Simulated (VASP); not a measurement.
# SiNi (P2_13) in VASP: relaxation of cell and atoms with PBEsol

Aim: the relaxation of cell and atoms of SiNi with PBEsol.

Everything below comes from runs of VASP 6.6.1. Logs are shortened: lines on timing, memory, paths and dates and some standing lists are left out, and cuts for length are marked.

## (1) The cell of the first run

Symmetry: P2_13, No. 198, cubic system. Conventional cell: a = 4.468 Å, b = 4.468 Å, c = 4.468 Å, α = 90.00°, β = 90.00°, γ = 90.00°. Within 3.1 Å of Si (site symmetry 3) lie 7 Ni at 2.34 to 2.42 Å and 6 Si at 2.76 Å. Within 3.1 Å of Ni (site symmetry 3) lie 7 Si at 2.34 to 2.42 Å and 6 Ni at 2.75 Å.

## (2) Relaxation of cell and atoms, PBEsol

INCAR

```
SYSTEM = SiNi
PREC = Accurate
ENCUT = 600
EDIFF = 1E-7
ISMEAR = 0
SIGMA = 0.1
LREAL = Auto
LASPH = .True.
NELM = 60
ALGO = Normal
ISIF = 3
LWAVE = .False.
LCHARG = .False.
GGA = PS
IBRION = 2
NSW = 80
EDIFFG = -0.015
```

KPOINTS

```
Automatic mesh
0
Gamma
  8 8 8
  0 0 0
```

POSCAR

```
SiNi
1.0
   -4.4679770072      4.4679770072      0.0000000000
    0.0000000000      4.4679770072     -4.4679770072
   -4.4679770072      0.0000000000     -4.4679770072
Si Ni
8 8
Direct
    0.9232322594      0.9232322594      0.2303032219
    0.4232322594      0.4232322594      0.7303032219
    0.4232322594      0.7303032219      0.9232322594
    0.9232322594      0.2303032219      0.4232322594
    0.7303032219      0.9232322594      0.9232322594
    0.2303032219      0.4232322594      0.4232322594
    0.9232322594      0.4232322594      0.9232322594
    0.4232322594      0.9232322594      0.4232322594
    0.5744952366      0.5744952366      0.2765142902
    0.0744952366      0.0744952366      0.7765142902
    0.0744952366      0.7765142902      0.5744952366
    0.5744952366      0.2765142902      0.0744952366
    0.7765142902      0.5744952366      0.5744952366
    0.2765142902      0.0744952366      0.0744952366
    0.5744952366      0.0744952366      0.5744952366
    0.0744952366      0.5744952366      0.0744952366
```

Potentials or basis: VASP PAW PBE potentials, release 64 (Si, Ni).

Launch:

```bash
$ cat potpaw_PBE.64/Si/POTCAR potpaw_PBE.64/Ni/POTCAR > POTCAR
$ mpirun -np 1 vasp_std > vasp.out
```

OUTCAR:

```text
SYSTEM = SiNi
   PREC = Accurate
   ENCUT = 600
   EDIFF = 1E-7
   ISMEAR = 0
   LREAL = Auto
   LASPH = .True.
   NELM = 60
   ISIF = 3
   GGA = PS
   IBRION = 2
   NSW = 80
   EDIFFG = -0.015

 ion  position               nearest neighbor table
   1  0.923  0.923  0.230-  10 2.34  11 2.38  15 2.38  13 2.38  14 2.42  12 2.42  16 2.42   7 2.76
                             3 2.76   4 2.76   5 2.76   6 2.76   8 2.76
   2  0.423  0.423  0.730-   9 2.34  12 2.38  16 2.38  14 2.38  13 2.42  11 2.42  15 2.42   8 2.76
                             3 2.76   4 2.76   6 2.76   5 2.76   7 2.76
   3  0.423  0.730  0.923-  12 2.34  14 2.38  15 2.38  10 2.38   9 2.42  13 2.42  16 2.42   7 2.76
                             2 2.76   5 2.76   6 2.76   8 2.76   1 2.76
   4  0.923  0.230  0.423-  11 2.34  13 2.38  16 2.38   9 2.38  10 2.42  14 2.42  15 2.42   8 2.76
                             1 2.76   5 2.76   6 2.76   7 2.76   2 2.76
   5  0.730  0.923  0.923-  14 2.34  10 2.38  16 2.38  11 2.38  12 2.42   9 2.42  15 2.42   8 2.76
                             1 2.76   2 2.76   3 2.76   4 2.76   7 2.76
   6  0.230  0.423  0.423-  13 2.34   9 2.38  15 2.38  12 2.38  11 2.42  10 2.42  16 2.42   7 2.76
                             1 2.76   2 2.76   4 2.76   3 2.76   8 2.76
   7  0.923  0.423  0.923-  16 2.34  12 2.38  13 2.38  10 2.38  11 2.42  14 2.42   9 2.42   4 2.76
                             5 2.76   2 2.76   6 2.76   1 2.76   3 2.76
   8  0.423  0.923  0.423-  15 2.34  11 2.38  14 2.38   9 2.38  13 2.42  10 2.42  12 2.42   3 2.76
                             6 2.76   1 2.76   5 2.76   2 2.76   4 2.76
   9  0.574  0.574  0.277-   2 2.34   6 2.38   4 2.38   8 2.38   3 2.42   7 2.42   5 2.42  13 2.75
                            14 2.75  16 2.75  15 2.75  11 2.75  12 2.75
  10  0.074  0.074  0.777-   1 2.34   5 2.38   3 2.38   7 2.38   4 2.42   8 2.42   6 2.42  13 2.75
                            14 2.75  15 2.75  16 2.75  12 2.75  11 2.75
  11  0.074  0.777  0.574-   4 2.34   1 2.38   5 2.38   8 2.38   6 2.42   7 2.42   2 2.42   9 2.75
                            13 2.75  16 2.75  14 2.75  15 2.75  10 2.75
  12  0.574  0.277  0.074-   3 2.34   2 2.38   6 2.38   7 2.38   5 2.42   8 2.42   1 2.42  10 2.75
                            14 2.75  15 2.75  13 2.75  16 2.75   9 2.75
  13  0.777  0.574  0.574-   6 2.34   4 2.38   1 2.38   7 2.38   2 2.42   8 2.42   3 2.42   9 2.75
                            11 2.75  12 2.75  15 2.75  10 2.75  16 2.75
  14  0.277  0.074  0.074-   5 2.34   3 2.38   2 2.38   8 2.38   1 2.42   7 2.42   4 2.42  10 2.75
                            11 2.75  12 2.75  16 2.75   9 2.75  15 2.75
  15  0.574  0.074  0.574-   8 2.34   3 2.38   6 2.38   1 2.38   5 2.42   2 2.42   4 2.42   9 2.75
                            11 2.75  12 2.75  13 2.75  10 2.75  14 2.75
  16  0.074  0.574  0.074-   7 2.34   4 2.38   5 2.38   2 2.38   3 2.42   6 2.42   1 2.42  10 2.75
                            12 2.75  11 2.75  14 2.75   9 2.75  13 2.75

  LATTYP: Found a face centered cubic cell.
 ALAT       =     8.9359540144

  Lattice vectors:

 A1 = (  -4.4679770072,   4.4679770072,   0.0000000000)
 A2 = (   0.0000000000,   4.4679770072,  -4.4679770072)
 A3 = (  -4.4679770072,   0.0000000000,  -4.4679770072)

Analysis of symmetry for initial positions (statically):
=====================================================================
 Subroutine PRICEL returns following result:

  LATTYP: Found a simple cubic cell.
 ALAT       =     4.4679770072

  Lattice vectors:

 A1 = (   0.0000000000,   0.0000000000,   4.4679770072)
 A2 = (   0.0000000000,   4.4679770072,   0.0000000000)
 A3 = (  -4.4679770072,   0.0000000000,   0.0000000000)

   2 primitive cells build up your supercell.

 Routine SETGRP: Setting up the symmetry group for a
 face centered cubic supercell.

 Subroutine GETGRP returns: Found 12 space group operations
 (whereof  3 operations were pure point group operations)
 out of a pool of 48 trial point group operations.

The static configuration has the point symmetry C_3 .
 The point group associated with its full space group is T   .

Analysis of symmetry for dynamics (positions and initial velocities):
=====================================================================
 Subroutine PRICEL returns following result:

  LATTYP: Found a simple cubic cell.
 ALAT       =     4.4679770072

  Lattice vectors:

 A1 = (   0.0000000000,   0.0000000000,   4.4679770072)
 A2 = (   0.0000000000,   4.4679770072,   0.0000000000)
 A3 = (  -4.4679770072,   0.0000000000,   0.0000000000)

   2 primitive cells build up your supercell.

 Routine SETGRP: Setting up the symmetry group for a
 face centered cubic supercell.

 Subroutine GETGRP returns: Found 12 space group operations
 (whereof  3 operations were pure point group operations)
 out of a pool of 48 trial point group operations.

The dynamic configuration has the point symmetry C_3 .
 The point group associated with its full space group is T   .

 Subroutine INISYM returns: Found 12 space group operations
 (whereof  3 operations are pure point group operations),
 and found     2 'primitive' translations

----------------------------------------------------------------------------------------

                                     Primitive cell

  volume of cell :      89.1934

  direct lattice vectors                    reciprocal lattice vectors
     0.000000000  0.000000000  4.467977007     0.000000000  0.000000000  0.223814939
     0.000000000  4.467977007  0.000000000     0.000000000  0.223814939  0.000000000
    -4.467977007  0.000000000  0.000000000    -0.223814939  0.000000000  0.000000000

  length of vectors
     4.467977007  4.467977007  4.467977007     0.223814939  0.223814939  0.223814939

  position of ions in fractional coordinates (direct lattice)
     0.846464519  0.846464519  0.153535481
     0.346464519  0.153535481  0.346464519
     0.153535481  0.653535481  0.653535481
     0.653535481  0.346464519  0.846464519
     0.148990473  0.148990473  0.851009527
     0.648990473  0.851009527  0.648990473
     0.851009527  0.351009527  0.351009527
     0.351009527  0.648990473  0.148990473

  ion indices of the primitive-cell ions
   primitive index   ion index
                 1           1
                 2           4
                 3           5
                 4           8
                 5           9
                 6          11
                 7          14
                 8          16

----------------------------------------------------------------------------------------

 KPOINTS: Automatic mesh

Automatic generation of k-mesh.
 Grid dimensions read from file:
 generate k-points for:    8    8    8

 Generating k-lattice:

  Cartesian coordinates                     Fractional coordinates (reciprocal lattice)
    -0.013988434  0.013988434  0.013988434     0.125000000  0.000000000  0.000000000
     0.013988434  0.013988434 -0.013988434     0.000000000  0.125000000  0.000000000
    -0.013988434 -0.013988434 -0.013988434     0.000000000  0.000000000  0.125000000

  Length of vectors
     0.024228678  0.024228678  0.024228678

  Shift w.r.t. Gamma in fractional coordinates (k-lattice)
     0.000000000  0.000000000  0.000000000

 Subroutine IBZKPT returns following result:
 ===========================================

 Found     35 irreducible k-points:

 Following reciprocal coordinates:
            Coordinates               Weight
  0.000000  0.000000  0.000000      1.000000
  0.125000  0.000000  0.000000      8.000000
  0.250000  0.000000  0.000000      8.000000
  0.375000  0.000000  0.000000      8.000000
  0.500000  0.000000  0.000000      4.000000
  0.125000  0.125000  0.000000      6.000000
[... 16 lines left out ...]
  0.250000  0.125000 -0.125000     12.000000
  0.500000  0.250000  0.125000     24.000000
 [... further k-points ...]
   k-points           NKPTS =     35   k-points in BZ     NKDIM =     35   number of bands    NBANDS=     67
   number of dos      NEDOS =    301   number of ions     NIONS =     16
   total plane-waves  NPLWV = 125000
   dimension x,y,z NGX =    50 NGY =   50 NGZ =   50
   dimension x,y,z NGXF=   100 NGYF=  100 NGZF=  100
   ions per type =               8   8
   NGX,Y,Z   is equivalent  to a cutoff of  13.16, 13.16, 13.16 a.u.
   NGXF,Y,Z  is equivalent  to a cutoff of  26.31, 26.31, 26.31 a.u.
 SYSTEM =  SiNi
   PREC   = accura    normal or accurate (medium, high low for compatibility)
   ISTART =      0    job   : 0-new  1-cont  2-samecut
   ICHARG =      2    charge: 1-file 2-atom 10-const
   ISPIN  =      1    spin polarized calculation?
   LNONCOLLINEAR =      F non collinear calculations
   LSORBIT =      F    spin-orbit coupling
   LASPH  =      T    aspherical Exc in radial PAW
   ENCUT  =  600.0 eV  44.10 Ry    6.64 a.u.  12.62 12.62 12.62*2*pi/ulx,y,z
   NELM   =     60;   NELMIN=  2; NELMDL= -5     # of ELM steps
   EDIFF  = 0.1E-06   stopping-criterion for ELM
   LREAL  =      T    real-space projection
   EDIFFG = -.1E-01   stopping-criterion for IOM
   NSW    =     80    number of steps for IOM
   IBRION =      2    ionic relax: 0-MD 1-quasi-New 2-CG
   NFREE  =      1    steps in history (QN), initial steepest desc. (CG)
   ISIF   =      3    stress and relaxation
   ISYM   =      2    0-nonsym 1-usesym 2-fastsym
   POTIM  = 0.5000    time-step for ionic-motion
   TEBEG  =    0.0;   TEEND  =   0.0 temperature during run
   PSTRESS=    0.0 pullay stress
   NELECT =     112.0000    total number of electrons
   NUPDOWN=      -1.0000    fix difference up-down
   EMIN   =  10.00;   EMAX   =-10.00  energy-range for DOS
   EFERMI =   0.00;   METHOD = LEGACY
   ISMEAR =     0;   SIGMA  =   0.10  broadening in eV -4-tet -1-fermi 0-gaus
   EFERMI_NEDOS =   21; number of points for ismear=-14 and -15
   IALGO  =     38    algorithm
   IMIX   =      4    mixing-type and parameters
     AMIX     =   0.40;   BMIX     =  1.00
     AMIX_MAG =   1.60;   BMIX_MAG =  1.00
  volume/ion in A,a.u.               =      11.15        75.24
  Fermi-wavevector in a.u.,A,eV,Ry     =   1.401823  2.649062 26.736921  1.965108
  Thomas-Fermi vector in A             =   2.524646
   LORBIT       =      0    0 simple, 1 ext, 2 COOP (PROOUT), +10 PAW based schemes
   GGA     = PS    functional components
   LHFCALC =     F    Hartree Fock is set to
   AEXX    =    0.0000 exact exchange contribution
   IVDW    =     0    specifies the selected vdW correction
   LEPSILON=     F    determine dielectric tensor
   LRPA    =     F    only Hartree local field effects (RPA)
 conjugate gradient relaxation of ions
 non-spin polarized calculation
 Gauss-broadening in eV      SIGMA  =   0.10
  energy-cutoff  :      600.00
  volume of cell :      178.39
 maximum number of plane-waves:      5982
   NGX = 25   NGY = 25   NGZ = 25

 number of electron     111.9999998 magnetization

 Free energy of the ion-electron system (eV)
  ---------------------------------------------------
  ext. energy  EPLUGINS =         0.00000000
  ---------------------------------------------------
  free energy    TOTEN  =      -103.17794861 eV

  energy without entropy =     -103.15491155  energy(sigma->0) =     -103.16643008

 E-fermi :  12.1977     XC(G=0): -12.7928

 val. band max:       12.1857636197   @ k =   0.5000   0.3750   0.0000
 cond. band min:      12.2346982969   @ k =   0.2500   0.1250   0.0000
 fundamental gap:      0.0489346771
 Fermi energy:        12.1976772843

 k-point     1 :       0.0000    0.0000    0.0000
  band No.  band energies     occupation
      1      -2.2249      2.00000
      2       2.0054      2.00000
      3       2.0054      2.00000
      4       2.0054      2.00000
      5       2.0054      2.00000
      6       3.2750      2.00000
[... 59 lines left out ...]
     66      16.5035      0.00000
     67      16.5035      0.00000
[... 1608 lines left out ...]
     66      14.6883      0.00000
     67      15.1063      0.00000

 [... further k-points ...]
[... 5 lines left out ...]
  --------------------------------------------------------------------------------------
  -------------------------------------------------------------------------------------
  Total        0.2285354      0.2285354      0.2285354      0.0000000      0.0000000      0.0000000
  in kB        2.0525855      2.0525855      2.0525855      0.0000000      0.0000000      0.0000000
  external PRESSURE =       2.0525855 kB  Pullay stress =       0.0000000 kB

 VOLUME and BASIS-vectors are now :
 -----------------------------------------------------------------------------
  energy-cutoff  :      600.00
  volume of cell :      178.39
      direct lattice vectors                 reciprocal lattice vectors
    -4.467977007  4.467977007  0.000000000    -0.111907469  0.111907469  0.111907469
     0.000000000  4.467977007 -4.467977007     0.111907469  0.111907469 -0.111907469
    -4.467977007  0.000000000 -4.467977007    -0.111907469 -0.111907469 -0.111907469

 POSITION                                       TOTAL-FORCE (eV/Angst)
 -----------------------------------------------------------------------------------
     -5.15397      8.24996     -5.15397        -0.000670     -0.000670     -0.000670
     -5.15397      3.78198     -5.15397        -0.000670     -0.000670     -0.000670
     -6.01597      5.15397     -7.38796         0.000670      0.000670     -0.000670
     -6.01597      5.15397     -2.91998         0.000670      0.000670     -0.000670
     -7.38796      7.38796     -8.24996        -0.000670      0.000670      0.000670
     -2.91998      2.91998     -3.78198        -0.000670      0.000670      0.000670
[... 8 lines left out ...]
     -5.13366      2.89967     -2.89967        -0.000644      0.000644     -0.000644
     -0.66569      2.89967     -2.89967        -0.000644      0.000644     -0.000644
 -----------------------------------------------------------------------------------
    total drift:                                0.000000     -0.000000      0.000000

  FREE ENERGIE OF THE ION-ELECTRON SYSTEM (eV)
  ---------------------------------------------------
  free  energy   TOTEN  =      -103.1779486085 eV

  energy  without entropy=     -103.1549115490  energy(sigma->0) =     -103.16643008

 reached required accuracy - stopping structural energy minimisation
```

Run time: 12 min. Hardware: 1 thread of Intel Xeon Platinum 8488C (Sapphire Rapids), shared host; peak memory 0.54 GiB.

What came out:

```yaml
Free_energy: -103.1779 eV
Pressure_after_relaxing: 0.2 GPa
Band_gap_on_the_k_mesh: zero (bands 56 and 57 overlap by 1.23 eV)
```

Final structure:
```
CELL_PARAMETERS angstrom
-4.46798 4.46798 0.00000
0.00000 4.46798 -4.46798
-4.46798 0.00000 -4.46798
ATOMIC_POSITIONS crystal
Si 0.92323 0.92323 0.23030
Si 0.42323 0.42323 0.73030
Si 0.42323 0.73030 0.92323
Si 0.92323 0.23030 0.42323
Si 0.73030 0.92323 0.92323
Si 0.23030 0.42323 0.42323
Si 0.92323 0.42323 0.92323
Si 0.42323 0.92323 0.42323
Ni 0.57450 0.57450 0.27651
Ni 0.07450 0.07450 0.77651
Ni 0.07450 0.77651 0.57450
Ni 0.57450 0.27651 0.07450
Ni 0.77651 0.57450 0.57450
Ni 0.27651 0.07450 0.07450
Ni 0.57450 0.07450 0.57450
Ni 0.07450 0.57450 0.07450
```

Levels at points of the mesh, in eV from the Fermi level:
```tsv
k point	band 52	band 53	band 54	band 55	band 56	band 57	band 58	band 59	band 60	band 61
(0.00, 0.00, 0.00)	-1.82	-1.65	-1.65	-1.65	1.05	1.05	1.05	1.41	1.41	2.05
(0.50, 0.00, 0.00)	-1.75	-1.17	-1.17	-0.04	-0.04	0.20	0.20	1.33	1.33	1.49
(0.50, 0.50, 0.00)	-1.57	-0.99	-0.99	-0.63	-0.63	-0.18	-0.18	0.38	0.38	0.89
```

Caveat: the PAW data sets were made with another functional, which shifts forces and pressure a little. Spin polarisation is off, so any magnetic state and its effect on volume and gap are missing.

The gap in the log of VASP goes by the Fermi energy; the results here count the filled bands.